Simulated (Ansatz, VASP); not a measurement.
**Hf3TiO3 in VASP and in Ansatz**

```
Hf Ti O
1.0
     4.04816    0.00000    0.00000
     0.00000    4.04816    0.00000
     0.00000    0.00000    8.24438
Hf Ti O
3 1 3
Cartesian
  0.0000 0.0000 1.2899
  0.0000 0.0000 6.9545
  2.0241 2.0241 4.1222
  0.0000 0.0000 4.1222
  0.0000 2.0241 4.1222
  2.0241 0.0000 4.1222
  2.0241 2.0241 0.0000
```

Alike in both runs: functional PBE; k mesh 4 × 4 × 3; occupations gaussian, width 0.2 eV; collinear spin.

Ansatz relaxed the structure, and its values are those at the end. VASP's run is a single point on that final structure, the one shown.

|  | VASP | Ansatz |
| --- | --- | --- |
| version | VASP 6.6.1 | Ansatz 0.2.0 |
| potentials or method | VASP PAW PBE potentials, release 64 (Hf_pv, Ti_sv, O), cutoff 520 eV | scalar-relativistic, plane waves, PAW |
| valence electrons in the cell | 60 | 108 |

```csv
,VASP,Ansatz,Ansatz less VASP
gap on the k mesh at the Fermi level (eV),none,none,-
pressure (GPa),-0.6,0.1,+0.66
rms of the force components (eV/Å),0.014,0.008,-0.0053
net moment per atom (μB),0.00,0.00,-0.002
```

A gap of «none» marks a metal or a gap that the smearing closes. VASP's potentials hold 60 valence electrons a cell and Ansatz's 108, so a difference there can come from the potentials and not from the codes. Ansatz's warnings: seeded moment not kept.

The k mesh is coarse, so the values compare programs but aren't converged. Neither program's run includes spin-orbit coupling.
